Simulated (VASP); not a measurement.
# ZnO (P6_3mc) in VASP: notebook, part 2 of 2

VASP 6.6.1. The steps go on from the part before.

**4. Electric field gradients, PBEsol**

Contents of INCAR:

```
PREC     = Accurate       # precision mode
ENCUT    = 520            # plane-wave cutoff, eV
EDIFF    = 1E-8           # SCF threshold, eV
ISMEAR   = -1             # smearing method
SIGMA    = 0.02           # smearing width, eV
LREAL    = False          # projectors in reciprocal space
LASPH    = True           # aspherical terms in the spheres
NELM     = 120            # most SCF steps
ALGO     = Normal         # electronic algorithm
ISIF     = 2              # what is computed and relaxed
LWAVE    = False          # write WAVECAR
LCHARG   = False          # write CHGCAR
GGA      = PS             # functional
LEFG     = True         
NBANDS   = 26             # bands
GGA_COMPAT= False
```

Contents of KPOINTS:

```
Automatic mesh
0
Gamma
  8 8 5
```

Contents of POSCAR:

```
ZnO
1.0
    3.2493080000      0.0000000000      0.0000000000
   -1.6246540000      2.8139832727      0.0000000000
    0.0000000000      0.0000000000      5.2057090000
Zn O
2 2
Direct
    0.3333333333      0.6666666667      0.5000000000
    0.6666666667      0.3333333333      0.0000000000
    0.6666666667      0.3333333333      0.3790100000
    0.3333333333      0.6666666667      0.8790100000
```

Potentials or basis: VASP PAW PBE potentials, release 64 (Zn, O).

Launch:

```console
cat potpaw_PBE.64/Zn/POTCAR potpaw_PBE.64/O/POTCAR > POTCAR
mpirun -np 1 vasp_std > vasp.out
```

OUTCAR:

```text
PREC = Accurate
   ENCUT = 520
   EDIFF = 1E-8
   ISMEAR = -1
   LREAL = False
   LASPH = True
   NELM = 120
   ISIF = 2
   GGA = PS

 ion  position               nearest neighbor table
   1  0.333  0.667  0.500-   4 1.97   3 1.98   3 1.98   3 1.98
   2  0.667  0.333  0.000-   3 1.97   4 1.98   4 1.98   4 1.98
   3  0.667  0.333  0.379-   2 1.97   1 1.98   1 1.98   1 1.98
   4  0.333  0.667  0.879-   1 1.97   2 1.98   2 1.98   2 1.98

  LATTYP: Found a hexagonal cell.
 ALAT       =     3.2493080000
 C/A-ratio  =     1.6020977390

  Lattice vectors:

 A1 = (   3.2493080000,   0.0000000000,   0.0000000000)
 A2 = (  -1.6246540000,   2.8139832727,   0.0000000000)
[... 922 lines left out ...]
 ion       V_xx      V_yy      V_zz      V_xy      V_xz      V_yz
---------------------------------------------------------------------
   1      -0.431    -0.432     0.863    -0.001    -0.000     0.000
   2      -0.431    -0.432     0.863    -0.001     0.000    -0.000
   3       0.944     0.940    -1.884    -0.004    -0.000     0.000
   4       0.944     0.940    -1.884    -0.004     0.000    -0.000
---------------------------------------------------------------------

 Electric field gradients after diagonalization (V/A^2)
 (convention: |V_zz| > |V_xx| > |V_yy|)
----------------------------------------------------------------------
 ion       V_xx      V_yy      V_zz     asymmetry (V_yy - V_xx)/ V_zz
----------------------------------------------------------------------
   1      -0.433    -0.430     0.863       0.003
   2      -0.433    -0.430     0.863       0.003
   3       0.946     0.938    -1.884       0.005
   4       0.946     0.938    -1.884       0.005
----------------------------------------------------------------------

           NMR quadrupolar parameters

 Cq : quadrupolar parameter    Cq=e*Q*V_zz/h
 eta: asymmetry parameters     (V_yy - V_xx)/ V_zz
 Q  : nuclear electric quadrupole moment in mb (millibarn)
----------------------------------------------------------------------
 ion       Cq(MHz)       eta       Q (mb)
----------------------------------------------------------------------
   1       0.002       0.003       1.000
   2       0.002       0.003       1.000
   3      -0.005       0.005       1.000
   4      -0.005       0.005       1.000
----------------------------------------------------------------------
```

stdout:

```text
POSCAR found type information on POSCAR ZnO
 POSCAR found :  2 types and       4 ions
 scaLAPACK will be used
 -----------------------------------------------------------------------------
|                                                                             |
|                                                                             |
|     You enforced a specific xc type in the INCAR file but a different       |
|     I HOPE YOU KNOW WHAT YOU ARE DOING!                                     |
|                                                                             |
 -----------------------------------------------------------------------------

 LDA part: xc-table for (Slater+PW92), standard interpolation
 POSCAR, INCAR and KPOINTS ok, starting setup
 FFT: planning ... GRIDC
 FFT: planning ... GRID_SOFT
 FFT: planning ... GRID
 WAVECAR not read
 entering main loop
ion   1

ion   2

ion   3

ion   4
```

It took 49 s on 1 thread of Intel Xeon Platinum 8488C (Sapphire Rapids), shared host; peak memory 0.17 GiB.

Results:

```
Free energy                             : -19.4100 eV
Pressure                                : -0.5 GPa
Largest force                           : 0.065 eV/Å
Band gap on the k mesh                  : 0.69 eV
Largest electric field gradient by atom : Zn +0.9; O -1.9 V/Å²
```

Forces on the atoms (eV/Å):
```
Zn   0.000  0.000 -0.065
Zn   0.000  0.000 -0.065
O    0.000  0.000  0.065
O    0.000  0.000  0.065
```

Electric field gradients, principal values (V/Å²):
```tsv
atom	least	middle	greatest (by size)
1 Zn	-0.430	-0.433	0.863
2 Zn	-0.430	-0.433	0.863
3 O	0.938	0.946	-1.884
4 O	0.938	0.946	-1.884
```

Caveat: without QUAD_EFG the Cq values of the log hold for a quadrupole moment of 1 mb, not for the nuclei; the PAW data sets were made with another functional, which shifts forces and pressure a little.

**5. Electric field gradients, LDA**

Contents of INCAR:

```
SYSTEM = ZnO
  PREC = Accurate
  ENCUT = 520
  EDIFF = 1E-8
  ISMEAR = -1
  SIGMA = 0.02
  LREAL = .False.
  LASPH = .True.
  NELM = 120
  ALGO = Normal
  ISIF = 2
  LWAVE = .False.
  LCHARG = .False.
  LEFG = .True.
  NBANDS = 26
  GGA_COMPAT = .False.
```

Contents of KPOINTS:

```
regular mesh
0
Gamma
  8 8 5
  0 0 0
```

POSCAR is that of step 4.

Potentials or basis: VASP PAW LDA potentials, release 64 (Zn, O).

Launch:

```console
cat potpaw_LDA.64/Zn/POTCAR potpaw_LDA.64/O/POTCAR > POTCAR
mpirun -np 1 vasp_std > vasp.out
```

OUTCAR:

```text
SYSTEM = ZnO
   PREC = Accurate
   ENCUT = 520
   EDIFF = 1E-8
   ISMEAR = -1
   LREAL = .False.
   LASPH = .True.
   NELM = 120
   ISIF = 2

 ion  position               nearest neighbor table
   1  0.333  0.667  0.500-   4 1.97   3 1.98   3 1.98   3 1.98
   2  0.667  0.333  0.000-   3 1.97   4 1.98   4 1.98   4 1.98
   3  0.667  0.333  0.379-   2 1.97   1 1.98   1 1.98   1 1.98
   4  0.333  0.667  0.879-   1 1.97   2 1.98   2 1.98   2 1.98

  LATTYP: Found a hexagonal cell.
 ALAT       =     3.2493080000
 C/A-ratio  =     1.6020977390

  Lattice vectors:

 A1 = (   3.2493080000,   0.0000000000,   0.0000000000)
 A2 = (  -1.6246540000,   2.8139832727,   0.0000000000)
 A3 = (   0.0000000000,   0.0000000000,   5.2057090000)

Analysis of symmetry for initial positions (statically):
=====================================================================
 Subroutine PRICEL returns:
 Original cell was already a primitive cell.

 Routine SETGRP: Setting up the symmetry group for a
 hexagonal supercell.

 Subroutine GETGRP returns: Found 12 space group operations
 (whereof  6 operations were pure point group operations)
 out of a pool of 24 trial point group operations.

The static configuration has the point symmetry C_3v.
 The point group associated with its full space group is C_6v.

Analysis of symmetry for dynamics (positions and initial velocities):
=====================================================================
 Subroutine PRICEL returns:
 Original cell was already a primitive cell.

 Routine SETGRP: Setting up the symmetry group for a
 hexagonal supercell.

 Subroutine GETGRP returns: Found 12 space group operations
 (whereof  6 operations were pure point group operations)
 out of a pool of 24 trial point group operations.

The dynamic configuration has the point symmetry C_3v.
 The point group associated with its full space group is C_6v.

 Subroutine INISYM returns: Found 12 space group operations
 (whereof  6 operations are pure point group operations),
 and found     1 'primitive' translations

----------------------------------------------------------------------------------------

                                     Primitive cell

  volume of cell :      47.5984

  direct lattice vectors                    reciprocal lattice vectors
     3.249308000  0.000000000  0.000000000     0.307757836  0.177684070  0.000000000
    -1.624654000  2.813983273  0.000000000     0.000000000  0.355368139  0.000000000
     0.000000000  0.000000000  5.205709000     0.000000000  0.000000000  0.192096792

  length of vectors
     3.249308000  3.249308000  5.205709000     0.355368139  0.355368139  0.192096792

  position of ions in fractional coordinates (direct lattice)
     0.333333333  0.666666667  0.500000000
     0.666666667  0.333333333  0.000000000
     0.666666667  0.333333333  0.379010000
     0.333333333  0.666666667  0.879010000

  ion indices of the primitive-cell ions
   primitive index   ion index
                 1           1
                 2           2
[... 81 lines left out ...]
   ISYM   =      2    0-nonsym 1-usesym 2-fastsym
   POTIM  = 0.5000    time-step for ionic-motion
   TEBEG  =    0.0;   TEEND  =   0.0 temperature during run
   PSTRESS=    0.0 pullay stress
   NELECT =      36.0000    total number of electrons
   NUPDOWN=      -1.0000    fix difference up-down
   EMIN   =  10.00;   EMAX   =-10.00  energy-range for DOS
   EFERMI =   0.00;   METHOD = LEGACY
   ISMEAR =    -1;   SIGMA  =   0.02  broadening in eV -4-tet -1-fermi 0-gaus
   EFERMI_NEDOS =   21; number of points for ismear=-14 and -15
   IALGO  =     38    algorithm
   IMIX   =      4    mixing-type and parameters
     AMIX     =   0.40;   BMIX     =  1.00
     AMIX_MAG =   1.60;   BMIX_MAG =  1.00
  volume/ion in A,a.u.               =      11.90        80.30
  Fermi-wavevector in a.u.,A,eV,Ry     =   1.491574  2.818667 30.270160  2.224794
  Thomas-Fermi vector in A             =   2.604212
   LORBIT       =      0    0 simple, 1 ext, 2 COOP (PROOUT), +10 PAW based schemes
   GGA     = CA    functional components
   LHFCALC =     F    Hartree Fock is set to
   AEXX    =    0.0000 exact exchange contribution
   IVDW    =     0    specifies the selected vdW correction
   LEPSILON=     F    determine dielectric tensor
   LRPA    =     F    only Hartree local field effects (RPA)
 non-spin polarized calculation
  energy-cutoff  :      520.00
  volume of cell :       47.60
 maximum number of plane-waves:      1299
   NGX = 13   NGY = 13   NGZ = 19

 number of electron      36.0000017 magnetization

 Free energy of the ion-electron system (eV)
  ---------------------------------------------------
  ext. energy  EPLUGINS =         0.00000000
  ---------------------------------------------------
  free energy    TOTEN  =       -21.12149403 eV

  energy without entropy =      -21.12149403  energy(sigma->0) =      -21.12149403

 E-fermi :   1.2586     XC(G=0): -11.4634

 val. band max:        0.8756117941   @ k =   0.0000   0.0000   0.0000
 cond. band min:       1.6180096778   @ k =   0.0000   0.0000   0.0000
 fundamental gap:      0.7423978837
 Fermi energy:         1.2586166551

 k-point     1 :       0.0000    0.0000    0.0000
  band No.  band energies     occupation
      1     -16.9239      2.00000
      2     -16.1469      2.00000
      3      -4.8899      2.00000
      4      -4.8899      2.00000
      5      -4.8522      2.00000
      6      -4.8214      2.00000
[... 685 lines left out ...]
     25      14.2147      0.00000
     26      14.4568      0.00000

 [... further k-points ...]
[... 5 lines left out ...]
  --------------------------------------------------------------------------------------
  -------------------------------------------------------------------------------------
  Total       -1.9675249     -1.9675249     -1.4332784      0.0000000     -0.0000000      0.0000000
  in kB      -66.2275278    -66.2275278    -48.2446158      0.0000000     -0.0000000      0.0000000
  external PRESSURE =     -60.2332238 kB  Pullay stress =       0.0000000 kB

 VOLUME and BASIS-vectors are now :
 -----------------------------------------------------------------------------
  energy-cutoff  :      520.00
  volume of cell :       47.60
      direct lattice vectors                 reciprocal lattice vectors
     3.249308000  0.000000000  0.000000000     0.307757836  0.177684070  0.000000000
    -1.624654000  2.813983273  0.000000000     0.000000000  0.355368139  0.000000000
     0.000000000  0.000000000  5.205709000     0.000000000  0.000000000  0.192096792

 POSITION                                       TOTAL-FORCE (eV/Angst)
 -----------------------------------------------------------------------------------
     -0.00000      1.87599      2.60285        -0.000000     -0.000000     -0.055623
      1.62465      0.93799      0.00000        -0.000000     -0.000000     -0.055623
      1.62465      0.93799      1.97302        -0.000000      0.000000      0.055623
     -0.00000      1.87599      4.57587         0.000000     -0.000000      0.055623
 -----------------------------------------------------------------------------------
    total drift:                               -0.000000     -0.000001     -0.000202

  FREE ENERGIE OF THE ION-ELECTRON SYSTEM (eV)
  ---------------------------------------------------
  free  energy   TOTEN  =       -21.1214940319 eV

  energy  without entropy=      -21.1214940318  energy(sigma->0) =      -21.12149403

 Electric field gradients (V/A^2)
---------------------------------------------------------------------
 ion       V_xx      V_yy      V_zz      V_xy      V_xz      V_yz
---------------------------------------------------------------------
   1      -0.430    -0.431     0.862    -0.001    -0.000     0.000
   2      -0.430    -0.431     0.862    -0.001     0.000    -0.000
   3       1.046     1.042    -2.088    -0.004    -0.000     0.000
   4       1.046     1.042    -2.088    -0.004     0.000    -0.000
---------------------------------------------------------------------

 Electric field gradients after diagonalization (V/A^2)
 (convention: |V_zz| > |V_xx| > |V_yy|)
----------------------------------------------------------------------
 ion       V_xx      V_yy      V_zz     asymmetry (V_yy - V_xx)/ V_zz
----------------------------------------------------------------------
   1      -0.432    -0.430     0.862       0.003
   2      -0.432    -0.430     0.862       0.003
   3       1.048     1.039    -2.088       0.004
   4       1.048     1.039    -2.088       0.004
----------------------------------------------------------------------

           NMR quadrupolar parameters

 Cq : quadrupolar parameter    Cq=e*Q*V_zz/h
 eta: asymmetry parameters     (V_yy - V_xx)/ V_zz
 Q  : nuclear electric quadrupole moment in mb (millibarn)
----------------------------------------------------------------------
 ion       Cq(MHz)       eta       Q (mb)
----------------------------------------------------------------------
   1       0.002       0.003       1.000
   2       0.002       0.003       1.000
   3      -0.005       0.004       1.000
   4      -0.005       0.004       1.000
----------------------------------------------------------------------
```

OSZICAR:

```text
N       E                     dE             d eps       ncg     rms          rms(c)
DAV:   1     0.293021913666E+03    0.29302E+03   -0.18134E+04  1568   0.201E+03
DAV:   2     0.745976922452E+01   -0.28556E+03   -0.26749E+03  1620   0.412E+02
DAV:   3    -0.235693035761E+02   -0.31029E+02   -0.30596E+02  1718   0.139E+02
DAV:   4    -0.241736086617E+02   -0.60431E+00   -0.60296E+00  1740   0.197E+01
DAV:   5    -0.241766975888E+02   -0.30889E-02   -0.30887E-02  1698   0.148E+00    0.144E+01
DAV:   6    -0.210300460099E+02    0.31467E+01   -0.60897E+00  2450   0.617E+01    0.910E+00
DAV:   7    -0.211890985719E+02   -0.15905E+00   -0.27122E+00  1642   0.166E+01    0.542E+00
DAV:   8    -0.211728907271E+02    0.16208E-01   -0.58680E-01  2066   0.708E+00    0.168E+00
DAV:   9    -0.211195375455E+02    0.53353E-01   -0.10397E-01  2254   0.656E+00    0.335E-01
DAV:  10    -0.211215172835E+02   -0.19797E-02   -0.35235E-02  1582   0.134E+00    0.807E-02
DAV:  11    -0.211215092506E+02    0.80329E-05   -0.55033E-04  1864   0.514E-01    0.293E-02
DAV:  12    -0.211214931392E+02    0.16111E-04   -0.11647E-04  1984   0.352E-01    0.744E-03
DAV:  13    -0.211214952006E+02   -0.20613E-05   -0.13497E-05  2232   0.481E-02    0.911E-03
DAV:  14    -0.211214940575E+02    0.11430E-05   -0.31394E-06  1674   0.160E-02    0.174E-03
DAV:  15    -0.211214940508E+02    0.67012E-08   -0.18773E-07  1684   0.539E-03    0.106E-03
DAV:  16    -0.211214940364E+02    0.14465E-07   -0.36363E-08  1414   0.321E-03    0.498E-04
DAV:  17    -0.211214940319E+02    0.44638E-08   -0.14664E-08  1030   0.112E-03
   1 F= -.21121494E+02 E0= -.21121494E+02  d E =-.635829E-10
```

It took 52 s on 1 thread of Intel Xeon Platinum 8488C (Sapphire Rapids), shared host; peak memory 0.16 GiB.

What came out:

```yaml
Free_energy: -21.1215 eV
Pressure: -6.0 GPa
Largest_force: 0.056 eV/Å
Band_gap_on_the_k_mesh: 0.74 eV
Largest_electric_field_gradient_by_atom: Zn +0.9; O -2.1 V/Å²
```

Forces on the atoms (eV/Å):
```
Zn   0.000  0.000 -0.056
Zn   0.000  0.000 -0.056
O    0.000  0.000  0.056
O    0.000  0.000  0.056
```

Electric field gradients, principal values (V/Å²):
```csv
atom,least,middle,greatest (by size)
1 Zn,-0.430,-0.432,0.862
2 Zn,-0.430,-0.432,0.862
3 O,1.039,1.048,-2.088
4 O,1.039,1.048,-2.088
```

Caveat: the cell stands under tension; without QUAD_EFG the Cq values of the log hold for a quadrupole moment of 1 mb, not for the nuclei. Expect the measured gap to be larger: semilocal functionals such as LDA lack the derivative discontinuity.

**6. Summary**

| level | potentials or basis | k mesh | gap on the mesh (eV) | pressure (GPa) | largest force (eV/Å) |
| --- | --- | --- | --- | --- | --- |
| PBEsol | VASP PAW PBE potentials, release 64 (Zn, O) | 4 × 4 × 3 | 0.68 | -0.5 | 0.06 |
| PBEsol | VASP PAW PBE potentials, release 64 (Zn, O) | 5 × 5 × 3 | 0.68 | -0.5 | 0.07 |
| PBEsol | VASP PAW PBE potentials, release 64 (Zn, O) | 8 × 8 × 5 | 0.69 | -0.5 | 0.07 |
| LDA | VASP PAW LDA potentials, release 64 (Zn, O) | 8 × 8 × 5 | 0.74 | -6.0 | 0.06 |

Alike in all rows: task electric field gradients; no spin polarisation; cell as given; cutoff (eV) 520; smearing fermi-dirac 0.02 eV.

Caveats: some runs use coarse meshes; the PAW data sets were made with another functional, which shifts forces and pressure a little (at least some runs); the cell stands under tension (at least some runs).

Absolute energies hang on the potentials; compare differences alone.

**7. Against experiment**

Step 4. Against the measured gap of ZnO, 3.37 eV (quoted in “Electronic structure of alkaline earth and post-transition metal oxides”, 2009, arxiv:0908.1581), the calculated 0.69 eV is off by -2.68 eV. So large a miss can be the level of theory's own, or it may mean another phase, state or a wrong row. The value is that of PBEsol, without temperature or zero-point motion. Semilocal functionals fall short of measured gaps as a rule.
